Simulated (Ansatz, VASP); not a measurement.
**One calculation of Mg5SiN2, two programs**

```
Mg Si N
1.0
     4.82000    0.00000    0.00000
    -2.41000    4.17424    0.00000
     0.00000    0.00000    6.62255
Mg Si N
5 1 2
Direct
  0.33333 0.66667 0.79629
  0.66667 0.33333 0.79629
  0.66667 0.33333 0.20371
  0.33333 0.66667 0.20371
  0.00000 0.00000 0.50000
  0.00000 0.00000 0.00000
  0.33333 0.66667 0.50000
  0.66667 0.33333 0.50000
```

Alike in both runs: functional PBE; k mesh 3 × 3 × 2; occupations gaussian, width 0.15 eV; no spin polarisation.

Ansatz relaxed the structure, and its values are those at the end. VASP's run is a single point on that final structure, the one shown.

|  | VASP | Ansatz |
| --- | --- | --- |
| version | VASP 6.6.1 | Ansatz 0.2.0 |
| potentials or method | VASP PAW PBE potentials, release 64 (Mg, Si, N), cutoff 600 eV | scalar-relativistic, plane waves, PAW |
| valence electrons in the cell | 24 | 64 |

Ansatz gave:

* gap on the k mesh at the Fermi level (eV): none
* pressure (GPa): 0.1
* rms of the force components (eV/Å): 0.009

Problem. Estimate VASP's values.

Solution. gap on the k mesh at the Fermi level (eV): none; pressure (GPa): 0.0; rms of the force components (eV/Å): 0.002.

A gap of «none» marks a metal or a gap that the smearing closes. VASP's potentials hold 24 valence electrons a cell and Ansatz's 64, so a difference there can come from the potentials and not from the codes.

The k mesh is coarse, so the values compare programs but aren't converged.
